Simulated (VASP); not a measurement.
# Si2Mo: relaxation of the atoms with LDA

Si2Mo:

```
Si Mo
1.0
    -1.60000    1.60000    3.93050
     1.60000   -1.60000    3.93050
     1.60000    1.60000   -3.93050
Si Mo
2 1
Direct
  0.33300 0.33300 0.00000
  0.66700 0.66700 0.00000
  0.00000 0.00000 0.00000
```

* Program: VASP 6.6.1
* Task: relaxation of the atoms
* Functional: LDA
* Potentials or basis: VASP PAW LDA potentials, release 64 (Si, Mo_sv)
* Cutoff: 450 eV
* k mesh: 7 × 7 × 7
* Occupations: fermi-dirac, width 0.1 eV
* Spin: no spin polarisation
* Dipole correction: no
* Further INCAR settings: ALGO = Normal; EDIFF = 1e-07; IBRION = 2; EDIFFG = -0.001; NSW = 80

The energy gained by relaxing is 2.6 meV/atom and the ionic steps are 3. The pressure after relaxing is -5.2 GPa and the band gap on the k mesh is zero (bands 11 and 12 overlap by 0.69 eV).

Stress tensor (GPa, compression positive):
```
-4.72  0.00  0.00
 0.00 -4.72  0.00
 0.00  0.00 -6.22
```

Step by step:
```csv
step,energy change (eV),largest force (eV/Å),pressure (GPa)
1,0.0000,0.3783,-5.57
2,-0.0078,0.0459,-5.27
3,-0.0079,0.0002,-5.22
```

Final structure:
```
CELL_PARAMETERS angstrom
-1.60000 1.60000 3.93050
1.60000 -1.60000 3.93050
1.60000 1.60000 -3.93050
ATOMIC_POSITIONS crystal
Si 0.33563 0.33563 0.00000
Si 0.66437 0.66437 0.00000
Mo 0.00000 0.00000 0.00000
```

Levels at points of the mesh, in eV from the Fermi level:
```
           k point  band 9  band 10  band 11  band 12  band 13  band 14
(0.00, 0.00, 0.00)   -2.58    -2.58     0.38     3.15     3.29     3.50
```

Run time: 33 s on 1 thread of Intel(R) Xeon(R) Platinum 8259CL CPU @ 2.50GHz (Skylake/Cascade Lake) (shared host), peak memory 0.16 GiB.
